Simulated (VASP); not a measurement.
# H (P4/mmm) in VASP: notebook, part 2 of 2

VASP 6.6.1.

### Step 5. Single point, PBEsol

This run uses another cell than the first one, of the same volume but with other edges.

File INCAR:

```
PREC     = Accurate       # precision mode
ENCUT    = 520            # plane-wave cutoff, eV
EDIFF    = 1E-7           # SCF threshold, eV
ISMEAR   = 0              # smearing method
SIGMA    = 0.05           # smearing width, eV
LREAL    = False          # projectors in reciprocal space
LASPH    = True           # aspherical terms in the spheres
NELM     = 100            # most SCF steps
ALGO     = Normal         # electronic algorithm
ISIF     = 2              # what is computed and relaxed
LWAVE    = False          # write WAVECAR
LCHARG   = False          # write CHGCAR
GGA      = PS             # functional
NBANDS   = 6              # bands
```

File KPOINTS:

```
regular mesh
0
Gamma
  12 12 30
```

File POSCAR:

```
H
1.0
    2.4277588575      0.0000000000      0.0000000000
    0.0000000000      2.4277588575      0.0000000000
    0.0000000000      0.0000000000      1.1679027926
H
1
Direct
    0.0000000000      0.0000000000      0.5000000000
```

Potentials or basis: VASP PAW PBE potentials, release 64 (H).

The run is started by

```bash
$ cat potpaw_PBE.64/H/POTCAR > POTCAR
$ mpirun -np 1 vasp_std > vasp.out
```

OUTCAR:

```text
PREC = Accurate
   ENCUT = 520
   EDIFF = 1E-7
   ISMEAR = 0
   LREAL = False
   LASPH = True
   NELM = 100
   ISIF = 2
   GGA = PS

 ion  position               nearest neighbor table
   1  0.000  0.000  0.500-

  LATTYP: Found a simple tetragonal cell.
 ALAT       =     2.4277588575
 C/A-ratio  =     0.4810621075

  Lattice vectors:

 A1 = (   2.4277588575,   0.0000000000,   0.0000000000)
 A2 = (   0.0000000000,   2.4277588575,   0.0000000000)
 A3 = (   0.0000000000,   0.0000000000,   1.1679027926)

Analysis of symmetry for initial positions (statically):
=====================================================================
 Subroutine PRICEL returns:
 Original cell was already a primitive cell.

 Routine SETGRP: Setting up the symmetry group for a
 simple tetragonal supercell.

 Subroutine GETGRP returns: Found 16 space group operations
 (whereof 16 operations were pure point group operations)
 out of a pool of 16 trial point group operations.

The static configuration has the point symmetry D_4h.

Analysis of symmetry for dynamics (positions and initial velocities):
=====================================================================
 Subroutine PRICEL returns:
 Original cell was already a primitive cell.

 Routine SETGRP: Setting up the symmetry group for a
 simple tetragonal supercell.

 Subroutine GETGRP returns: Found 16 space group operations
 (whereof 16 operations were pure point group operations)
 out of a pool of 16 trial point group operations.

The dynamic configuration has the point symmetry D_4h.

 Subroutine INISYM returns: Found 16 space group operations
 (whereof 16 operations are pure point group operations),
 and found     1 'primitive' translations

----------------------------------------------------------------------------------------

                                     Primitive cell

[... 105 lines left out ...]
   IALGO  =     38    algorithm
   IMIX   =      4    mixing-type and parameters
     AMIX     =   0.40;   BMIX     =  1.00
     AMIX_MAG =   1.60;   BMIX_MAG =  1.00
  volume/ion in A,a.u.               =       6.88        46.45
  Fermi-wavevector in a.u.,A,eV,Ry     =   0.860602  1.626302 10.076956  0.740635
  Thomas-Fermi vector in A             =   1.978131
   LORBIT       =      0    0 simple, 1 ext, 2 COOP (PROOUT), +10 PAW based schemes
   GGA     = PS    functional components
   LHFCALC =     F    Hartree Fock is set to
   AEXX    =    0.0000 exact exchange contribution
   IVDW    =     0    specifies the selected vdW correction
   LEPSILON=     F    determine dielectric tensor
   LRPA    =     F    only Hartree local field effects (RPA)
 non-spin polarized calculation
 Gauss-broadening in eV      SIGMA  =   0.05
  energy-cutoff  :      520.00
  volume of cell :        6.88
 maximum number of plane-waves:       198
   NGX =  9   NGY =  9   NGZ =  5

 number of electron       0.9999999 magnetization

 Free energy of the ion-electron system (eV)
  ---------------------------------------------------
  ext. energy  EPLUGINS =         0.00000000
  ---------------------------------------------------
  free energy    TOTEN  =        -2.78887982 eV

  energy without entropy =       -2.78887606  energy(sigma->0) =       -2.78887794

 E-fermi :  -2.5101     XC(G=0):  -7.5914

 val. band max:       -2.5823751423   @ k =   0.5000   0.5000   0.2000
 cond. band min:      -2.4112289221   @ k =   0.4167   0.2500   0.2333
 fundamental gap:      0.1711462202
 Fermi energy:        -2.5100763920

 k-point     1 :       0.0000    0.0000    0.0000
  band No.  band energies     occupation
      1     -11.5188      2.00000
      2      11.7034      0.00000
      3      17.7382      0.00000
      4      17.7382      0.00000
      5      20.2268      0.00000
      6      41.8170      0.00000
[... 199 lines left out ...]
 k-point    24 :       0.4167    0.3333    0.0000
  band No.  band energies     occupation
      1      -7.7105      2.00000
      2       4.4267      0.00000
      3       7.8257      0.00000
      4      14.0595      0.00000
      5      38.4996      0.00000
      6      45.4861      0.00000

 [... further k-points ...]

------------------------ aborting loop because EDIFF is reached ----------------------------------------

  FORCE on cell =-STRESS in cart. coord.  units (eV):
  Direction    XX          YY          ZZ          XY          YZ          ZX
  --------------------------------------------------------------------------------------
  -------------------------------------------------------------------------------------
  Total        0.0396569      0.0396569     -1.7146598      0.0000000      0.0000000      0.0000000
  in kB        9.2302139      9.2302139   -399.0899138      0.0000000      0.0000000      0.0000000
  external PRESSURE =    -126.8764954 kB  Pullay stress =       0.0000000 kB

 VOLUME and BASIS-vectors are now :
 -----------------------------------------------------------------------------
  energy-cutoff  :      520.00
  volume of cell :        6.88
      direct lattice vectors                 reciprocal lattice vectors
     2.427758858  0.000000000  0.000000000     0.411902524  0.000000000  0.000000000
     0.000000000  2.427758858  0.000000000     0.000000000  0.411902524  0.000000000
     0.000000000  0.000000000  1.167902793     0.000000000  0.000000000  0.856235644

 POSITION                                       TOTAL-FORCE (eV/Angst)
 -----------------------------------------------------------------------------------
      0.00000      0.00000      0.58395         0.000000      0.000000      0.000000
 -----------------------------------------------------------------------------------
    total drift:                                0.000000      0.000000      0.000000

  FREE ENERGIE OF THE ION-ELECTRON SYSTEM (eV)
  ---------------------------------------------------
  free  energy   TOTEN  =        -2.7888798249 eV

  energy  without entropy=       -2.7888760583  energy(sigma->0) =       -2.78887794
```

Wall time 12 s (1 thread of Intel Xeon Platinum 8259CL at 2.50GHz (Skylake/Cascade Lake), shared host); peak memory 0.12 GiB.

What came out:

```yaml
Free_energy: -2.7889 eV
Pressure: -12.7 GPa
```

Stress tensor (GPa, compression positive):
```
  0.92   0.00   0.00
  0.00   0.92   0.00
  0.00   0.00 -39.91
```

Caveat: the PAW data sets were made with another functional, which shifts forces and pressure a little.

### Step 6. Summary

```csv
cell,gap on the mesh (eV),pressure (GPa)
"a = 2.493, b = 2.493, c = 1.107 Å, 1 atom",none,-9.3
"a = 2.607, b = 2.607, c = 1.013 Å, 1 atom",none,-1.8
"a = 2.854, b = 2.854, c = 0.845 Å, 1 atom",none,20.6
"a = 2.428, b = 2.428, c = 1.168 Å, 1 atom",none,-12.7
```

Alike in all rows: task single point; level PBEsol; potentials or basis VASP PAW PBE potentials, release 64 (H); no spin polarisation; k mesh 12 × 12 × 30; cutoff (eV) 520; smearing gaussian 0.05 eV.

Caveats: the PAW data sets were made with another functional, which shifts forces and pressure a little.

Absolute energies hang on the potentials; compare differences alone.
